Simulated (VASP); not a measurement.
# Fe (Pm-3m) in VASP: notebook, part 2 of 2

VASP 6.6.1.

### 4 Single point, PBEsol, collinear spin, ferromagnetic start (13.64 Å³/atom)

This run uses another cell than the first one, of 13.64 Å³/atom.

INCAR reads:

```
  PREC = Accurate
  ENCUT = 520
  EDIFF = 1E-6
  ISMEAR = -1
  SIGMA = 0.05
  LREAL = False
  LASPH = True
  NELM = 150
  ALGO = Normal
  ISIF = 2
  LWAVE = False
  LCHARG = True
  ISPIN = 2
  MAGMOM = 2.263
  LORBIT = 11
  LMAXMIX = 4
  GGA = PS
  LELF = True
  LVHAR = True
  NBANDS = 14
```

KPOINTS reads:

```
regular mesh
0
Gamma
  15 15 15
```

POSCAR reads:

```
Fe
1.0
    2.3895766091      0.0000000000      0.0000000000
    0.0000000000      2.3895766091      0.0000000000
    0.0000000000      0.0000000000      2.3895766091
Fe
1
Direct
    0.0000000000      0.0000000000      0.0000000000
```

Potentials or basis: VASP PAW PBE potentials, release 64 (Fe).

Started as:

```
cat potpaw_PBE.64/Fe/POTCAR > POTCAR
mpirun -np 1 vasp_std > vasp.out
```

OUTCAR:

```text
PREC = Accurate
   ENCUT = 520
   EDIFF = 1E-6
   ISMEAR = -1
   LREAL = False
   LASPH = True
   NELM = 150
   ISIF = 2
   ISPIN = 2
   LORBIT = 11
   GGA = PS

 ion  position               nearest neighbor table
   1  0.000  0.000  0.000-

  LATTYP: Found a simple cubic cell.
 ALAT       =     2.3895766091

  Lattice vectors:

 A1 = (   2.3895766091,   0.0000000000,   0.0000000000)
 A2 = (   0.0000000000,   2.3895766091,   0.0000000000)
 A3 = (   0.0000000000,   0.0000000000,   2.3895766091)

Analysis of symmetry for initial positions (statically):
=====================================================================
 Subroutine PRICEL returns:
 Original cell was already a primitive cell.

 Routine SETGRP: Setting up the symmetry group for a
 simple cubic supercell.

 Subroutine GETGRP returns: Found 48 space group operations
 (whereof 48 operations were pure point group operations)
 out of a pool of 48 trial point group operations.

The static configuration has the point symmetry O_h .

Analysis of symmetry for dynamics (positions and initial velocities):
=====================================================================
 Subroutine PRICEL returns:
 Original cell was already a primitive cell.

 Routine SETGRP: Setting up the symmetry group for a
 simple cubic supercell.

 Subroutine GETGRP returns: Found 48 space group operations
 (whereof 48 operations were pure point group operations)
 out of a pool of 48 trial point group operations.

The dynamic configuration has the point symmetry O_h .

Analysis of structural, dynamic, and magnetic symmetry:
=====================================================================
 Subroutine PRICEL returns:
 Original cell was already a primitive cell.

 Routine SETGRP: Setting up the symmetry group for a
 simple cubic supercell.

 Subroutine GETGRP returns: Found 48 space group operations
 (whereof 48 operations were pure point group operations)
 out of a pool of 48 trial point group operations.

The overall configuration has the point symmetry O_h .

[... 160 lines left out ...]
      6       3.6938      0.99998
      7      22.5771      0.00000
      8      22.5771      0.00000
      9      22.5771      0.00000
     10      26.3501      0.00000
     11      26.3501      0.00000
     12      30.6379      0.00000
     13      43.0261      0.00000
     14      43.0261      0.00000
[... 379 lines left out ...]
      3       1.8890      1.00000
      4       2.8649      1.00000
      5       3.3698      1.00000
      6       3.3855      1.00000
      7      12.0845      0.00000
      8      19.0658      0.00000
      9      27.0352      0.00000
     10      27.8549      0.00000
     11      28.6247      0.00000
     12      35.9911      0.00000
     13      36.7380      0.00000
     14      38.4251      0.00000

 [... further k-points ...]

 spin component 2

 k-point     1 :       0.0000    0.0000    0.0000
  band No.  band energies     occupation
      1      -3.1185      1.00000
      2       2.0137      1.00000
      3       2.0140      1.00000
      4       6.6141      0.00000
      5       6.6141      0.00000
      6       6.6145      0.00000
      7      23.1709      0.00000
      8      23.1709      0.00000
      9      23.1709      0.00000
     10      26.9123      0.00000
     11      26.9123      0.00000
     12      30.6899      0.00000
     13      43.4443      0.00000
     14      43.4443      0.00000
[... 379 lines left out ...]
      3       3.5540      1.00000
      4       5.4288      0.00000
      5       5.6285      0.00000
      6       6.2481      0.00000
      7      12.9999      0.00000
      8      19.7594      0.00000
      9      27.6172      0.00000
     10      28.6016      0.00000
     11      28.8880      0.00000
     12      36.4042      0.00000
     13      37.4415      0.00000
     14      38.7699      0.00000

 [... further k-points ...]

------------------------ aborting loop because EDIFF is reached ----------------------------------------

  FORCE on cell =-STRESS in cart. coord.  units (eV):
  Direction    XX          YY          ZZ          XY          YZ          ZX
  --------------------------------------------------------------------------------------
  -------------------------------------------------------------------------------------
  Total       -0.9287012     -0.9287012     -0.9287012      0.0000000      0.0000000     -0.0000000
  in kB     -109.0495146   -109.0495146   -109.0495146      0.0000000      0.0000000     -0.0000000
  external PRESSURE =    -109.0495146 kB  Pullay stress =       0.0000000 kB

 VOLUME and BASIS-vectors are now :
 -----------------------------------------------------------------------------
  energy-cutoff  :      520.00
  volume of cell :       13.64
      direct lattice vectors                 reciprocal lattice vectors
     2.389576609  0.000000000  0.000000000     0.418484177  0.000000000  0.000000000
     0.000000000  2.389576609  0.000000000     0.000000000  0.418484177  0.000000000
     0.000000000  0.000000000  2.389576609     0.000000000  0.000000000  0.418484177

 POSITION                                       TOTAL-FORCE (eV/Angst)
 -----------------------------------------------------------------------------------
      0.00000      0.00000      0.00000         0.000000      0.000000      0.000000
 -----------------------------------------------------------------------------------
    total drift:                                0.000000      0.000000      0.000000

  FREE ENERGIE OF THE ION-ELECTRON SYSTEM (eV)
  ---------------------------------------------------
  free  energy   TOTEN  =        -8.0457243442 eV

  energy  without entropy=       -8.0377756690  energy(sigma->0) =       -8.04175001

 total charge

# of ion       s       p       d       tot
------------------------------------------
    1        0.490   0.395   6.250   7.135

 magnetization (x)

# of ion       s       p       d       tot
------------------------------------------
    1       -0.001  -0.010   2.386   2.374
```

Wall time 16 s (1 thread of Intel Xeon 6975P-C (Granite Rapids), shared host); peak memory 0.14 GiB.

What came out:

```yaml
Free_energy: -8.0457 eV
Pressure: -10.9 GPa
Net_moment: 2.39 μB per cell
Site_moments: Fe +2.37 μB
Valence_electrons_inside_the_program's_atomic_spheres: Fe 7.13
```

Levels at points of the mesh, in eV from the Fermi level:
Spin up:
```
           k point  band 3  band 4  band 5  band 6  band 7  band 8
(0.00, 0.00, 0.00)   -3.81   -0.54   -0.54   -0.54   18.34   18.34
```
Spin down:
```
           k point  band 1  band 2  band 3  band 4  band 5  band 6
(0.00, 0.00, 0.00)   -7.35   -2.22   -2.22    2.38    2.38    2.38
```

Caveat: the cell stands under tension; the PAW data sets were made with another functional, which shifts forces and pressure a little.

### 5 The runs side by side

```csv
cell,gap on the mesh (eV),pressure (GPa),moment (μB)
"a = 2.329 Å, 1 atom",none,-1.1,2.30
"a = 2.360 Å, 1 atom",none,-6.5,2.35
"a = 2.390 Å, 1 atom",none,-10.9,2.39
```

Alike in all rows: task single point; level PBEsol; potentials or basis VASP PAW PBE potentials, release 64 (Fe); spin collinear, ferromagnetic start; k mesh 15 × 15 × 15; cutoff (eV) 520; smearing fermi-dirac 0.05 eV.

Caveats: the PAW data sets were made with another functional, which shifts forces and pressure a little; the cell stands under tension (at least some runs).

Total energies depend on the potentials used, so only differences within one code and one set of settings carry meaning.
